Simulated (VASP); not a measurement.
Runs of VASP 6.6.1 on Si. The structure is that of space group Fd-3m (No. 227), or close to it. The cells are those of the table. 

```csv
task,level,potentials or basis,cell,k mesh,cutoff (eV),smearing,gap on the mesh (eV),pressure (GPa),relaxed volume (Å³/atom)
relaxation of cell and atoms,PBE,"VASP PAW PBE potentials, release 64 (Si)","relaxed from a = 3.849 Å, angles 60.0°, 2 atoms",8 × 8 × 8,600,fermi-dirac 0.02 eV,0.65,0.0,20.44
single point,PBE,"VASP PAW PBE potentials, release 64 (Si)","a = 3.868 Å, angles 60.0°, 2 atoms",8 × 8 × 8,520,fermi-dirac 0.02 eV,0.65,(c),-
single point,PBEsol,"VASP PAW PBE potentials, release 64 (Si)","a = 3.842 Å, angles 60.0°, 2 atoms",8 × 8 × 8,520,fermi-dirac 0.02 eV,(b),0.1,-
relaxation of cell and atoms,LDA,"VASP PAW LDA potentials, release 64 (Si)","relaxed from a = 3.868 Å, angles 60.0°, 2 atoms",8 × 8 × 8,600,fermi-dirac 0.02 eV,0.49,0.0,19.72
single point,PBE,"VASP PAW PBE potentials, release 64 (Si)","a = 3.850 Å, angles 60.0°, 2 atoms",4 × 4 × 4,520,gaussian 0.01 eV,(a),1.8,-
```

Alike in all rows: no spin polarisation.

Question: Fill in the values left out.

Answer: (a) 0.71; (b) 0.51; (c) -0.1.

Caveats: some runs use coarse meshes; the PAW data sets were made with another functional, which shifts forces and pressure a little (some runs).

A k mesh can miss the band edges.
